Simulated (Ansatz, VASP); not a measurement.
Si2Ni: VASP beside Ansatz

```
Si Ni
1.0
     0.00000    2.72343    2.72343
     2.72343    0.00000    2.72343
     2.72343    2.72343    0.00000
Si Ni
2 1
Direct
  0.25000 0.25000 0.25000
  0.75000 0.75000 0.75000
  0.00000 0.00000 0.00000
```

Alike in both runs: functional PBE; k mesh 14 × 14 × 14; occupations gaussian, width 0.1 eV; no spin polarisation.

Ansatz relaxed the structure, and its values are those at the end. VASP's run is a single point on that final structure, the one shown.

```csv
,VASP,Ansatz
version,VASP 6.6.1,Ansatz 0.2.0
potentials or method,"VASP PAW PBE potentials, release 64 (Si, Ni), cutoff 520 eV","scalar-relativistic, plane waves, PAW"
valence electrons in the cell,18,26
```

```csv
,VASP,Ansatz,Ansatz less VASP
gap on the k mesh at the Fermi level (eV),none,none,-
pressure (GPa),-0.1,0.0,+0.15
```

A gap of «none» marks a metal or a gap that the smearing closes. The functional is the same, so the differences come from potentials, cutoffs and numerics. VASP's potentials hold 18 valence electrons a cell and Ansatz's 26, so a difference there can come from the potentials and not from the codes.
